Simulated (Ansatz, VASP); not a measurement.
# One calculation of PbSe, two programs

```
CELL_PARAMETERS angstrom
0.00000 3.01870 2.78626
3.01870 0.00000 2.78626
3.01870 3.01870 0.00000
ATOMIC_POSITIONS crystal
Pb 0.00000 0.00000 0.00000
Se 0.50000 0.50000 0.50000
```

Alike in both runs: task single point; functional PBE; dispersion D3(BJ); k mesh 10 × 10 × 10; occupations gaussian, width 0.03 eV; no spin polarisation.

```csv
,VASP,Ansatz
version,VASP 6.6.1,Ansatz 0.2.0
potentials or method,"VASP PAW PBE potentials, release 64 (Pb_d, Se), cutoff 520 eV","scalar-relativistic, plane waves, PAW"
valence electrons in the cell,20,30
```

```tsv
	VASP	Ansatz	Ansatz less VASP
gap on the k mesh at the Fermi level (eV)	0.43	0.44	+0.003
least direct gap on the mesh (eV)	0.44	0.45	+0.004
pressure (GPa)	10.0	10.0	-0.01
traceless stress, the component that is largest in VASP (GPa)	12.88	12.85	-0.028
```

VASP's potentials hold 20 valence electrons a cell and Ansatz's 30, so a difference there can come from the potentials and not from the codes.

Spin-orbit coupling is off throughout.
